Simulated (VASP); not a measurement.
# Re (I4/mmm) in VASP: further runs

The runs below take Re through single point, with PBEsol.

All numbers are computed with VASP 6.6.1; they aren't measurements. Logs are shortened: lines on timing, memory, paths and dates and some standing lists are left out, and cuts for length are marked.

## 1. The cell of the first run

Symmetry: I4/mmm, No. 139, tetragonal system. The conventional cell has a = 3.224 Å, b = 3.224 Å, c = 2.964 Å, α = 90.00°, β = 90.00°, γ = 90.00°. Within 3.6 Å of Re (site symmetry 4/mmm) lie 14 Re at 2.72 to 3.22 Å.

## 2. Single point, PBEsol

Contents of INCAR:

```
PREC = Accurate ; ENCUT = 520
EDIFF = 1E-7 ; ISMEAR = 0
SIGMA = 0.15 ; LREAL = False
LASPH = True ; NELM = 100
ALGO = Normal ; ISIF = 2
LWAVE = False ; LCHARG = False
GGA = PS ; NBANDS = 10
```

Contents of KPOINTS:

```
regular mesh
0
Gamma
  22 22 22
```

Contents of POSCAR:

```
Re
1.0
    0.0000000000      2.2799709547      1.4819811206
    2.2799709547      0.0000000000      1.4819811206
    2.2799709547      2.2799709547      0.0000000000
Re
1
Direct
    0.0000000000      0.0000000000      0.0000000000
```

Potentials or basis: VASP PAW PBE potentials, release 64 (Re).

The run is started by

```console
$ cat potpaw_PBE.64/Re/POTCAR > POTCAR
$ mpirun -np 1 vasp_std > vasp.out
```

OUTCAR:

```text
PREC = Accurate
   ENCUT = 520
   EDIFF = 1E-7
   ISMEAR = 0
   LREAL = False
   LASPH = True
   NELM = 100
   ISIF = 2
   GGA = PS

 ion  position               nearest neighbor table
   1  0.000  0.000  0.000-

  LATTYP: Found a body centered tetragonal cell.
 ALAT       =     3.2243658460
 C/A-ratio  =     0.9192388156

  Lattice vectors:

 A1 = (   0.0000000000,  -2.2799709547,  -1.4819811206)
 A2 = (   0.0000000000,   2.2799709547,  -1.4819811206)
 A3 = (   2.2799709547,   0.0000000000,   1.4819811206)

Analysis of symmetry for initial positions (statically):
=====================================================================
 Subroutine PRICEL returns:
 Original cell was already a primitive cell.

 Routine SETGRP: Setting up the symmetry group for a
 body centered tetragonal supercell.

 Subroutine GETGRP returns: Found 16 space group operations
 (whereof 16 operations were pure point group operations)
 out of a pool of 16 trial point group operations.

The static configuration has the point symmetry D_4h.

Analysis of symmetry for dynamics (positions and initial velocities):
=====================================================================
 Subroutine PRICEL returns:
 Original cell was already a primitive cell.

 Routine SETGRP: Setting up the symmetry group for a
 body centered tetragonal supercell.

 Subroutine GETGRP returns: Found 16 space group operations
 (whereof 16 operations were pure point group operations)
 out of a pool of 16 trial point group operations.

The dynamic configuration has the point symmetry D_4h.

 Subroutine INISYM returns: Found 16 space group operations
 (whereof 16 operations are pure point group operations),
 and found     1 'primitive' translations

----------------------------------------------------------------------------------------

                                     Primitive cell

  volume of cell :      15.4075

  direct lattice vectors                    reciprocal lattice vectors
     0.000000000  2.279970955  1.481981121    -0.219301039  0.219301039  0.337386214
     2.279970955  0.000000000  1.481981121     0.219301039 -0.219301039  0.337386214
     2.279970955  2.279970955  0.000000000     0.219301039  0.219301039 -0.337386214

  length of vectors
     2.719289539  2.719289539  3.224365846     0.458274317  0.458274317  0.458274317

  position of ions in fractional coordinates (direct lattice)
     0.000000000  0.000000000  0.000000000

  ion indices of the primitive-cell ions
   primitive index   ion index
                 1           1

----------------------------------------------------------------------------------------

 KPOINTS: regular mesh

Automatic generation of k-mesh.
 Grid dimensions read from file:
 generate k-points for:   22   22   22

 Generating k-lattice:

  Cartesian coordinates                     Fractional coordinates (reciprocal lattice)
    -0.009968229  0.009968229  0.015335737     0.045454545  0.000000000  0.000000000
     0.009968229 -0.009968229  0.015335737     0.000000000  0.045454545  0.000000000
     0.009968229  0.009968229 -0.015335737     0.000000000  0.000000000  0.045454545

  Length of vectors
     0.020830651  0.020830651  0.020830651

  Shift w.r.t. Gamma in fractional coordinates (k-lattice)
     0.000000000  0.000000000  0.000000000

 Subroutine IBZKPT returns following result:
 ===========================================

 Found    834 irreducible k-points:

 Following reciprocal coordinates:
            Coordinates               Weight
  0.000000  0.000000  0.000000      1.000000
  0.045455  0.000000  0.000000      8.000000
  0.090909  0.000000  0.000000      8.000000
  0.136364  0.000000  0.000000      8.000000
  0.181818  0.000000  0.000000      8.000000
  0.227273  0.000000  0.000000      8.000000
[... 16 lines left out ...]
  0.500000  0.045455  0.000000      8.000000
 -0.454545  0.045455  0.000000      8.000000
 [... further k-points ...]
   k-points           NKPTS =    834   k-points in BZ     NKDIM =    834   number of bands    NBANDS=     10
   number of dos      NEDOS =    301   number of ions     NIONS =      1
   total plane-waves  NPLWV =   9600
   dimension x,y,z NGX =    20 NGY =   20 NGZ =   24
   dimension x,y,z NGXF=    40 NGYF=   40 NGZF=   48
   ions per type =               1
   NGX,Y,Z   is equivalent  to a cutoff of  12.23, 12.23, 12.37 a.u.
   NGXF,Y,Z  is equivalent  to a cutoff of  24.45, 24.45, 24.75 a.u.
 SYSTEM =  unknown system
   PREC   = accura    normal or accurate (medium, high low for compatibility)
   ISTART =      0    job   : 0-new  1-cont  2-samecut
   ICHARG =      2    charge: 1-file 2-atom 10-const
   ISPIN  =      1    spin polarized calculation?
   LNONCOLLINEAR =      F non collinear calculations
   LSORBIT =      F    spin-orbit coupling
   LASPH  =      T    aspherical Exc in radial PAW
   ENCUT  =  520.0 eV  38.22 Ry    6.18 a.u.   5.06  5.06  6.00*2*pi/ulx,y,z
   NELM   =    100;   NELMIN=  2; NELMDL= -5     # of ELM steps
   EDIFF  = 0.1E-06   stopping-criterion for ELM
   LREAL  =      F    real-space projection
   EDIFFG = 0.1E-05   stopping-criterion for IOM
   NSW    =      0    number of steps for IOM
   IBRION =     -1    ionic relax: 0-MD 1-quasi-New 2-CG
   NFREE  =      0    steps in history (QN), initial steepest desc. (CG)
   ISIF   =      2    stress and relaxation
   ISYM   =      2    0-nonsym 1-usesym 2-fastsym
   POTIM  = 0.5000    time-step for ionic-motion
   TEBEG  =    0.0;   TEEND  =   0.0 temperature during run
   PSTRESS=    0.0 pullay stress
   NELECT =       7.0000    total number of electrons
   NUPDOWN=      -1.0000    fix difference up-down
   EMIN   =  10.00;   EMAX   =-10.00  energy-range for DOS
   EFERMI =   0.00;   METHOD = LEGACY
   ISMEAR =     0;   SIGMA  =   0.15  broadening in eV -4-tet -1-fermi 0-gaus
   EFERMI_NEDOS =   21; number of points for ismear=-14 and -15
   IALGO  =     38    algorithm
   IMIX   =      4    mixing-type and parameters
     AMIX     =   0.40;   BMIX     =  1.00
     AMIX_MAG =   1.60;   BMIX_MAG =  1.00
  volume/ion in A,a.u.               =      15.41       103.97
  Fermi-wavevector in a.u.,A,eV,Ry     =   1.258531  2.378278 21.550255  1.583899
  Thomas-Fermi vector in A             =   2.392135
   LORBIT       =      0    0 simple, 1 ext, 2 COOP (PROOUT), +10 PAW based schemes
   GGA     = PS    functional components
   LHFCALC =     F    Hartree Fock is set to
   AEXX    =    0.0000 exact exchange contribution
   IVDW    =     0    specifies the selected vdW correction
   LEPSILON=     F    determine dielectric tensor
   LRPA    =     F    only Hartree local field effects (RPA)
 non-spin polarized calculation
 Gauss-broadening in eV      SIGMA  =   0.15
  energy-cutoff  :      520.00
  volume of cell :       15.41
 maximum number of plane-waves:       430
   NGX = 11   NGY = 11   NGZ = 11

 number of electron       7.0000000 magnetization

 Free energy of the ion-electron system (eV)
  ---------------------------------------------------
  ext. energy  EPLUGINS =         0.00000000
  ---------------------------------------------------
  free energy    TOTEN  =       -13.01163972 eV

  energy without entropy =      -13.00007726  energy(sigma->0) =      -13.00585849

 E-fermi :   7.9351     XC(G=0): -13.5677

 val. band max:        7.9298757951   @ k =   0.4545   0.0455   0.4091
 cond. band min:       7.9368519529   @ k =   0.3636   0.0455   0.2273
 fundamental gap:      0.0069761578
 Fermi energy:         7.9351262996

 k-point     1 :       0.0000    0.0000    0.0000
  band No.  band energies     occupation
      1      -2.4072      2.00000
      2       4.8092      2.00000
      3       5.9353      2.00000
      4       5.9353      2.00000
      5       8.0269      0.38690
      6       9.3381      0.00000
      7      23.0665      0.00000
      8      23.0665      0.00000
      9      24.7795      0.00000
     10      34.1170      0.00000

 k-point     2 :       0.0455    0.0000    0.0000
  band No.  band energies     occupation
      1      -2.3068      2.00000
      2       4.8337      2.00000
      3       5.9154      2.00000
      4       5.9421      2.00000
      5       8.0316      0.36317
      6       9.2660      0.00000
      7      23.2326      0.00000
      8      23.2408      0.00000
      9      24.8640      0.00000
     10      33.3259      0.00000

 k-point     3 :       0.0909    0.0000    0.0000
  band No.  band energies     occupation
      1      -2.0121      2.00000
      2       4.8485      2.00000
      3       5.8413      2.00000
      4       6.0284      2.00000
      5       8.0557      0.25556
      6       9.0914      0.00000
      7      23.6581      0.00000
      8      23.7527      0.00000
      9      25.0775      0.00000
     10      31.9451      0.00000

 k-point     4 :       0.1364    0.0000    0.0000
  band No.  band energies     occupation
      1      -1.5437      2.00000
      2       4.7423      2.00000
      3       5.6876      2.00000
      4       6.3249      2.00000
      5       8.1267      0.07095
      6       8.9055      0.00000
      7      24.0988      0.00000
      8      24.5719      0.00000
      9      25.3172      0.00000
     10      30.8848      0.00000
[... 222 lines left out ...]
 k-point    22 :       0.4545    0.0455    0.0000
  band No.  band energies     occupation
      1       0.9974      2.00000
      2       3.1621      2.00000
      3       7.2421      2.00000
      4       8.8245      0.00000
      5      10.5938      0.00000
      6      11.9316      0.00000
      7      17.9874      0.00000
      8      20.1885      0.00000
      9      24.1183      0.00000
     10      31.6752      0.00000

 k-point    23 :       0.5000    0.0455    0.0000
  band No.  band energies     occupation
      1       0.9802      2.00000
      2       3.1333      2.00000
      3       7.5730      1.99936
      4       8.6797      0.00000
      5      10.6528      0.00000
      6      12.2150      0.00000
      7      17.6540      0.00000
      8      20.1116      0.00000
      9      23.7228      0.00000
     10      31.7338      0.00000

 k-point    24 :      -0.4545    0.0455    0.0000
  band No.  band energies     occupation
      1       0.9974      2.00000
      2       3.1803      2.00000
      3       7.4036      2.00000
      4       8.5572      0.00000
      5      10.4247      0.00000
      6      11.9901      0.00000
      7      18.0814      0.00000
      8      20.4006      0.00000
      9      24.0456      0.00000
     10      32.0095      0.00000

 [... further k-points ...]

------------------------ aborting loop because EDIFF is reached ----------------------------------------

  FORCE on cell =-STRESS in cart. coord.  units (eV):
  Direction    XX          YY          ZZ          XY          YZ          ZX
  --------------------------------------------------------------------------------------
  -------------------------------------------------------------------------------------
  Total       -1.5179459     -1.5179459     -1.6522131      0.0000000      0.0000000      0.0000000
  in kB     -157.8467266   -157.8467266   -171.8087793      0.0000000      0.0000000      0.0000000
  external PRESSURE =    -162.5007441 kB  Pullay stress =       0.0000000 kB

 VOLUME and BASIS-vectors are now :
 -----------------------------------------------------------------------------
  energy-cutoff  :      520.00
  volume of cell :       15.41
      direct lattice vectors                 reciprocal lattice vectors
     0.000000000  2.279970955  1.481981121    -0.219301039  0.219301039  0.337386214
     2.279970955  0.000000000  1.481981121     0.219301039 -0.219301039  0.337386214
     2.279970955  2.279970955  0.000000000     0.219301039  0.219301039 -0.337386214

 POSITION                                       TOTAL-FORCE (eV/Angst)
 -----------------------------------------------------------------------------------
      0.00000      0.00000      0.00000         0.000000      0.000000      0.000000
 -----------------------------------------------------------------------------------
    total drift:                               -0.000000      0.000000      0.000000

  FREE ENERGIE OF THE ION-ELECTRON SYSTEM (eV)
  ---------------------------------------------------
  free  energy   TOTEN  =       -13.0116397239 eV

  energy  without entropy=      -13.0000772646  energy(sigma->0) =      -13.00585849
```

It took 56 s on 1 thread of Intel Xeon Platinum 8559C (Emerald Rapids), shared host; peak memory 0.24 GiB.

What came out:

```yaml
Free_energy: -13.0116 eV
Pressure: -16.3 GPa
```

Levels at points of the mesh, in eV from the Fermi level:
| k point | band 1 | band 2 | band 3 | band 4 | band 5 | band 6 | band 7 |
| --- | --- | --- | --- | --- | --- | --- | --- |
| (0.00, 0.00, 0.00) | -10.34 | -3.13 | -2.00 | -2.00 | 0.09 | 1.40 | 15.13 |
| (0.50, 0.00, 0.00) | -7.04 | -4.90 | 0.30 | 0.67 | 2.32 | 4.30 | 9.76 |
| (0.50, 0.50, 0.00) | -6.74 | -6.48 | 3.38 | 3.38 | 3.66 | 7.01 | 7.01 |
| (0.50, 0.00, 0.50) | -7.06 | -3.78 | -0.41 | -0.21 | 1.05 | 4.19 | 9.04 |

Caveat: the PAW data sets were made with another functional, which shifts forces and pressure a little; spin-orbit coupling is left out, which moves the levels of the heavy elements.

(Part 1 of 2 ends here.)
